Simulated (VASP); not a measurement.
Set up this calculation in VASP 6.6.1, as the native input.

| Item | Value |
| --- | --- |
| Task | relaxation of cell and atoms |
| Functional | PBEsol |
| Potentials or basis | VASP PAW PBE potentials, release 64 (Cs_sv, Sn_d, Br) |
| Cutoff | 500 eV |
| k mesh | 6 × 6 × 6 |
| Occupations | gaussian, width 0.01 eV |
| Spin | no spin polarisation |
| Dipole correction | no |
| Further INCAR settings | ALGO = Normal; EDIFF = 1e-07; IBRION = 2; EDIFFG = -0.005; NSW = 80; ISIF = 3 |

The structure of CsSnBr3 lies in POSCAR:

```
CsSnBr3
1.0
    5.8100000000      0.0000000000      0.0000000000
    0.0000000000      5.8100000000      0.0000000000
    0.0000000000      0.0000000000      5.8100000000
Cs Sn Br
1 1 3
Direct
    0.5000000000      0.5000000000      0.5000000000
    0.0000000000      0.0000000000      0.0000000000
    0.5000000000      0.0000000000      0.0000000000
    0.0000000000      0.5000000000      0.0000000000
    0.0000000000      0.0000000000      0.5000000000
```

The input as run:

INCAR

```
  ALGO = Normal
  EDIFF = 1E-7
  EDIFFG = -0.005
  ENCUT = 500
  GGA = PS
  GGA_COMPAT = False
  IBRION = 2
  ISIF = 3
  ISMEAR = 0
  LASPH = True
  LCHARG = False
  LREAL = False
  LWAVE = False
  NELM = 120
  NELMIN = 4
  NSW = 80
  PREC = Accurate
  SIGMA = 0.01
```

KPOINTS

```
k-points
0
Gamma
  6 6 6
```

Potentials or basis: VASP PAW PBE potentials, release 64 (Cs_sv, Sn_d, Br).

The run is started by

```bash
$ cat potpaw_PBE.64/Cs_sv/POTCAR potpaw_PBE.64/Sn_d/POTCAR potpaw_PBE.64/Br/POTCAR > POTCAR
$ mpirun -np 1 vasp_std > vasp.out
```

Results of the run:

The relaxed volume is 38.33 Å³/atom. The relaxed cell is a = 5.766 Å, b = 5.766 Å, c = 5.766 Å, α = 90.00°, β = 90.00°, γ = 90.00°. The space group after relaxing (to 0.05 Å) is Pm-3m (No. 221), the energy gained by relaxing is 1.4 meV/atom and the ionic steps are 3. The pressure after relaxing is 0.0 GPa. The band gap on the k mesh is 0.21 eV, direct.

Caveat: the PAW data sets were made with another functional, which shifts forces and pressure a little; spin-orbit coupling is left out, which moves the levels of the heavy elements.

Wall time 2.4 min on 1 thread of AMD EPYC 9R45 96-Core Processor (Zen 5), on a shared host, peak memory 0.3 GiB.
